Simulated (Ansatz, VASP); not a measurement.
# Two plane-wave programs on BiTe

```
Bi Te
1.0
     0.00000    3.18576    3.18576
     3.18576    0.00000    3.18576
     3.18576    3.18576    0.00000
Bi Te
1 1
Direct
  0.50000 0.50000 0.50000
  0.00000 0.00000 0.00000
```

Alike in both runs: task single point; functional PBE; dispersion D3(BJ); k mesh 6 × 6 × 6; occupations gaussian, width 0.05 eV; no spin polarisation.

|  | VASP | Ansatz |
| --- | --- | --- |
| version | VASP 6.6.1 | Ansatz 0.2.0 |
| potentials or method | VASP PAW PBE potentials, release 64 (Bi_d, Te), cutoff 520 eV | scalar-relativistic, plane waves, PAW |
| valence electrons in the cell | 21 | 31 |

```tsv
	VASP	Ansatz	Ansatz less VASP
gap on the k mesh at the Fermi level (eV)	none	none	-
pressure (GPa)	1.0	1.0	+0.05
```

A gap of «none» marks a metal or a gap that the smearing closes. VASP's potentials hold 21 valence electrons a cell and Ansatz's 31, so a difference there can come from the potentials and not from the codes.

Neither program's run includes spin-orbit coupling.
